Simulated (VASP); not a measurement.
# Si2Br (P6/mmm) in VASP: relaxation of cell and atoms with PBE

Aim: the relaxation of cell and atoms of Si2Br with PBE.

Everything below comes from runs of VASP 6.6.1. Logs are shortened: lines on timing, memory, paths and dates and some standing lists are left out, and cuts for length are marked.

### 1 The cell of the first run

It takes space group P6/mmm (No. 191, hexagonal). Conventional cell: a = 4.779 Å, b = 4.779 Å, c = 3.038 Å, α = 90.00°, β = 90.00°, γ = 120.00°. Within 3.6 Å of Si (site symmetry -6m2) lie 5 Si at 2.76 to 3.04 Å and 6 Br at 3.15 Å. Br (site symmetry 6/mmm) has 2 Br at 3.04 Å and 12 Si at 3.15 Å within 4.0 Å.

### 2 Relaxation of cell and atoms, PBE

INCAR

```
SYSTEM = Si2Br
PREC = Accurate ; ENCUT = 600
EDIFF = 1E-6 ; ISMEAR = 0
SIGMA = 0.1 ; LREAL = .False.
LASPH = .True. ; NELM = 60
ALGO = Normal ; ISIF = 3
LWAVE = .False. ; LCHARG = .False.
GGA = PE ; IBRION = 2
NSW = 100 ; EDIFFG = -0.01
```

KPOINTS

```
regular mesh
0
Gamma
  12 12 16
  0 0 0
```

POSCAR

```
Si2Br
1.0
    4.7791483591      0.0000000000      0.0000000000
   -2.3895741796      4.1388638875      0.0000000000
    0.0000000000      0.0000000000      3.0380594511
Si Br
2 1
Direct
    0.3333333333      0.6666666667      0.5000000000
    0.6666666667      0.3333333333      0.5000000000
    0.0000000000      0.0000000000      0.0000000000
```

Potentials or basis: VASP PAW PBE potentials, release 64 (Si, Br).

Run with:

```sh
> cat potpaw_PBE.64/Si/POTCAR potpaw_PBE.64/Br/POTCAR > POTCAR
> mpirun -np 1 vasp_std > vasp.out
```

OUTCAR:

```text
SYSTEM = Si2Br
   PREC = Accurate
   ENCUT = 600
   EDIFF = 1E-6
   ISMEAR = 0
   LREAL = .False.
   LASPH = .True.
   NELM = 60
   ISIF = 3
   GGA = PE
   IBRION = 2
   NSW = 100
   EDIFFG = -0.01

 ion  position               nearest neighbor table
   1  0.333  0.667  0.500-   2 2.76   2 2.76   2 2.76
   2  0.667  0.333  0.500-   1 2.76   1 2.76   1 2.76
   3  0.000  0.000  0.000-

  LATTYP: Found a hexagonal cell.
 ALAT       =     4.7791483591
 C/A-ratio  =     0.6356905505

  Lattice vectors:

 A1 = (   4.7791483591,   0.0000000000,   0.0000000000)
 A2 = (  -2.3895741796,   4.1388638875,   0.0000000000)
 A3 = (   0.0000000000,   0.0000000000,   3.0380594511)

Analysis of symmetry for initial positions (statically):
=====================================================================
 Subroutine PRICEL returns:
 Original cell was already a primitive cell.

 Routine SETGRP: Setting up the symmetry group for a
 hexagonal supercell.

 Subroutine GETGRP returns: Found 24 space group operations
 (whereof 24 operations were pure point group operations)
 out of a pool of 24 trial point group operations.

The static configuration has the point symmetry D_6h.

Analysis of symmetry for dynamics (positions and initial velocities):
=====================================================================
 Subroutine PRICEL returns:
 Original cell was already a primitive cell.

 Routine SETGRP: Setting up the symmetry group for a
 hexagonal supercell.

 Subroutine GETGRP returns: Found 24 space group operations
 (whereof 24 operations were pure point group operations)
 out of a pool of 24 trial point group operations.

The dynamic configuration has the point symmetry D_6h.

 Subroutine INISYM returns: Found 24 space group operations
 (whereof 24 operations are pure point group operations),
 and found     1 'primitive' translations

----------------------------------------------------------------------------------------

                                     Primitive cell

  volume of cell :      60.0936

  direct lattice vectors                    reciprocal lattice vectors
     4.779148359  0.000000000  0.000000000     0.209242301  0.120806099  0.000000000
    -2.389574180  4.138863888  0.000000000     0.000000000  0.241612198  0.000000000
     0.000000000  0.000000000  3.038059451     0.000000000  0.000000000  0.329157482

  length of vectors
     4.779148359  4.779148359  3.038059451     0.241612198  0.241612198  0.329157482

[... 82 lines left out ...]
   EDIFF  = 0.1E-05   stopping-criterion for ELM
   LREAL  =      F    real-space projection
   EDIFFG = -.1E-01   stopping-criterion for IOM
   NSW    =    100    number of steps for IOM
   IBRION =      2    ionic relax: 0-MD 1-quasi-New 2-CG
   NFREE  =      1    steps in history (QN), initial steepest desc. (CG)
   ISIF   =      3    stress and relaxation
   ISYM   =      2    0-nonsym 1-usesym 2-fastsym
   POTIM  = 0.5000    time-step for ionic-motion
   TEBEG  =    0.0;   TEEND  =   0.0 temperature during run
   PSTRESS=    0.0 pullay stress
   NELECT =      15.0000    total number of electrons
   NUPDOWN=      -1.0000    fix difference up-down
   EMIN   =  10.00;   EMAX   =-10.00  energy-range for DOS
   EFERMI =   0.00;   METHOD = LEGACY
   ISMEAR =     0;   SIGMA  =   0.10  broadening in eV -4-tet -1-fermi 0-gaus
   EFERMI_NEDOS =   21; number of points for ismear=-14 and -15
   IALGO  =     38    algorithm
   IMIX   =      4    mixing-type and parameters
     AMIX     =   0.40;   BMIX     =  1.00
     AMIX_MAG =   1.60;   BMIX_MAG =  1.00
  volume/ion in A,a.u.               =      20.03       135.18
  Fermi-wavevector in a.u.,A,eV,Ry     =   1.030772  1.947877 14.456066  1.062491
  Thomas-Fermi vector in A             =   2.164887
   LORBIT       =      0    0 simple, 1 ext, 2 COOP (PROOUT), +10 PAW based schemes
   GGA     = PE    functional components
   LHFCALC =     F    Hartree Fock is set to
   AEXX    =    0.0000 exact exchange contribution
   IVDW    =     0    specifies the selected vdW correction
   LEPSILON=     F    determine dielectric tensor
   LRPA    =     F    only Hartree local field effects (RPA)
 conjugate gradient relaxation of ions
 non-spin polarized calculation
 Gauss-broadening in eV      SIGMA  =   0.10
  energy-cutoff  :      600.00
  volume of cell :       60.09
 maximum number of plane-waves:      2040
 NGX is ok and might be reduce to    40
   NGX = 19   NGY = 19   NGZ = 13

--------------------------------------- Ionic step        1  -------------------------------------------

 number of electron      15.0000000 magnetization

 Free energy of the ion-electron system (eV)
  ---------------------------------------------------
  ext. energy  EPLUGINS =         0.00000000
  ---------------------------------------------------
  free energy    TOTEN  =       -10.39616193 eV

  energy without entropy =      -10.38639047  energy(sigma->0) =      -10.39127620

------------------------ aborting loop because EDIFF is reached ----------------------------------------

  FORCE on cell =-STRESS in cart. coord.  units (eV):
  Direction    XX          YY          ZZ          XY          YZ          ZX
  --------------------------------------------------------------------------------------
  -------------------------------------------------------------------------------------
  Total       -2.4548456     -2.4548456      2.0165565      0.0000000      0.0000000      0.0000000
  in kB      -65.4495765    -65.4495765     53.7641826      0.0000000      0.0000000      0.0000000
  external PRESSURE =     -25.7116568 kB  Pullay stress =       0.0000000 kB
[... 773 lines left out ...]
  band No.  band energies     occupation
      1     -10.2971      2.00000
      2      -5.6000      2.00000
      3      -1.8264      2.00000
      4       0.4745      2.00000
      5       0.8710      2.00000
      6       1.6090      2.00000
      7       3.1178      2.00000
      8       4.0935      2.00000
      9       5.2314      0.00000
     10       6.9608      0.00000
     11      10.2704      0.00000

 [... further k-points ...]

[... ionic steps 4 to 15 ...]

--------------------------------------- Ionic step       16  -------------------------------------------

 number of electron      15.0000011 magnetization

------------------------ aborting loop because EDIFF is reached ----------------------------------------
[... 69 lines left out ...]
--------------------------------------- Ionic step       18  -------------------------------------------

 number of electron      15.0000011 magnetization

 Free energy of the ion-electron system (eV)
  ---------------------------------------------------
  ext. energy  EPLUGINS =         0.00000000
  ---------------------------------------------------
  free energy    TOTEN  =       -11.54116357 eV

  energy without entropy =      -11.53352114  energy(sigma->0) =      -11.53734236

 E-fermi :   4.6397     XC(G=0):  -9.3050

 val. band max:        4.6290972254   @ k =   0.4167   0.0000   0.2500
 cond. band min:       4.6445065652   @ k =   0.1667   0.0000   0.1875
 fundamental gap:      0.0154093399
 Fermi energy:         4.6397288518
[... 366 lines left out ...]
  FREE ENERGIE OF THE ION-ELECTRON SYSTEM (eV)
  ---------------------------------------------------
  free  energy   TOTEN  =       -11.5411635709 eV

  energy  without entropy=      -11.5335211432  energy(sigma->0) =      -11.53734236

 reached required accuracy - stopping structural energy minimisation
```

OSZICAR:

```text
N       E                     dE             d eps       ncg     rms          rms(c)
DAV:   1     0.459187588388E+02    0.45919E+02   -0.64833E+03  3762   0.125E+03
DAV:   2    -0.691458576860E+01   -0.52833E+02   -0.49476E+02  5264   0.158E+02
DAV:   3    -0.103677382421E+02   -0.34532E+01   -0.33014E+01  4648   0.381E+01
DAV:   4    -0.104249509728E+02   -0.57213E-01   -0.56870E-01  4504   0.544E+00
[... 164 lines left out ...]
DAV:   1    -0.115414431193E+02   -0.41060E-03   -0.22591E-02  3777   0.969E-01    0.105E-01
DAV:   2    -0.115412516656E+02    0.19145E-03   -0.56472E-04  4344   0.175E-01    0.512E-02
DAV:   3    -0.115411620054E+02    0.89660E-04   -0.17199E-04  4022   0.906E-02    0.185E-02
DAV:   4    -0.115411626882E+02   -0.68275E-06   -0.11898E-05  4563   0.250E-02    0.124E-02
DAV:   5    -0.115411635709E+02   -0.88274E-06   -0.99949E-07  2055   0.745E-03
  18 F= -.11541164E+02 E0= -.11537342E+02  d E =-.765430E-02
```

Run time: 19 min. Hardware: 1 thread of Intel Xeon Platinum 8175M at 2.50GHz (Skylake/Cascade Lake), shared host; peak memory 0.32 GiB.

Results:

```yaml
Free_energy: -11.5412 eV
Relaxed_volume: 22.75 Å³/atom
Relaxed_cell: a = 3.992 Å, b = 3.992 Å, c = 4.945 Å, α = 90.00°, β = 90.00°, γ = 120.00°
Space_group_after_relaxing_to_0.1_Å: P6/mmm (No. 191)
Energy_gained_by_relaxing: 381.7 meV/atom
Ionic_steps: 18
Pressure_after_relaxing: 0.0 GPa
Band_gap_on_the_k_mesh: zero (an odd number of electrons rules out a gap without spin polarisation)
```

The path:
| step | energy change (eV) | largest force (eV/Å) | pressure (GPa) | volume (Å³) |
| --- | --- | --- | --- | --- |
| 1 | 0.0000 | 0.0000 | -2.57 | 60.09 |
| 2 | -0.2032 | 0.0000 | 0.41 | 57.24 |
| 3 | -0.2649 | 0.0000 | 4.51 | 54.77 |
| 4 | -0.4143 | 0.0000 | 2.35 | 57.93 |
| 5 | -0.6335 | 0.0000 | -0.90 | 65.19 |
| 6 | -0.9114 | 0.0000 | -5.61 | 78.17 |
| 7 | -0.8942 | 0.0000 | -4.37 | 73.27 |
| 8 | -0.9215 | 0.0000 | -4.88 | 75.44 |
| 9 | -0.9849 | 0.0000 | -5.28 | 76.11 |
| 10 | -0.9995 | 0.0000 | -4.21 | 76.84 |
| 11 | -1.0104 | 0.0000 | -4.81 | 76.52 |
| 12 | -1.0750 | 0.0000 | -3.64 | 74.07 |
| 13 | -1.1312 | 0.0000 | 1.38 | 67.59 |
| 14 | -1.1373 | 0.0000 | -0.17 | 69.22 |
| 15 | -1.1373 | 0.0000 | 0.00 | 69.05 |
| 16 | -1.1403 | 0.0000 | -0.02 | 68.88 |
| 17 | -1.1449 | 0.0000 | -0.03 | 68.36 |
| 18 | -1.1450 | 0.0000 | -0.03 | 68.25 |

Final structure:
```
Si Br
1.0
     3.99205    0.00000    0.00000
    -1.99602    3.45721    0.00000
     0.00000    0.00000    4.94537
Si Br
2 1
Cartesian
  0.0000 2.3048 2.4727
  1.9960 1.1524 2.4727
  0.0000 0.0000 0.0000
```

Caveat: a cell axis changed by over 15 % at a fixed basis, so the end point is rough; an odd number of electrons without spin polarisation forces a metal; a magnetic or distorted state may lie lower.
